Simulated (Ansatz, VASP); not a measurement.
## Two plane-wave programs on AlN

```
Al N
1.0
     6.25951    0.00000    0.00000
    -3.12976    5.42090    0.00000
     0.00000    0.00000    5.01740
Al N
8 8
Direct
  0.33333 0.16667 0.49924
  0.16667 0.33333 0.99924
  0.33333 0.66667 0.49924
  0.16667 0.83333 0.99924
  0.83333 0.16667 0.49924
  0.66667 0.33333 0.99924
  0.83333 0.66667 0.49924
  0.66667 0.83333 0.99924
  0.33333 0.16667 0.88076
  0.16667 0.33333 0.38076
  0.33333 0.66667 0.88076
  0.16667 0.83333 0.38076
  0.83333 0.16667 0.88076
  0.66667 0.33333 0.38076
  0.83333 0.66667 0.88076
  0.66667 0.83333 0.38076
```

Alike in both runs: task single point; functional PBE; k mesh 2 × 2 × 3; occupations fermi-dirac, width 0.01 eV; no spin polarisation.

|  | VASP | Ansatz |
| --- | --- | --- |
| version | VASP 6.6.1 | Ansatz 0.2.0 |
| potentials or method | VASP PAW PBE potentials, release 64 (Al, N), cutoff 520 eV | plane-wave PAW DFT |
| valence electrons in the cell | 64 | 64 |

```tsv
	VASP	Ansatz	Ansatz less VASP
gap on the k mesh at the Fermi level (eV)	4.04	4.03	-0.009
rms of the force components (eV/Å)	0.007	0.009	+0.0021
```

The k mesh is coarse, so the values compare programs but aren't converged.
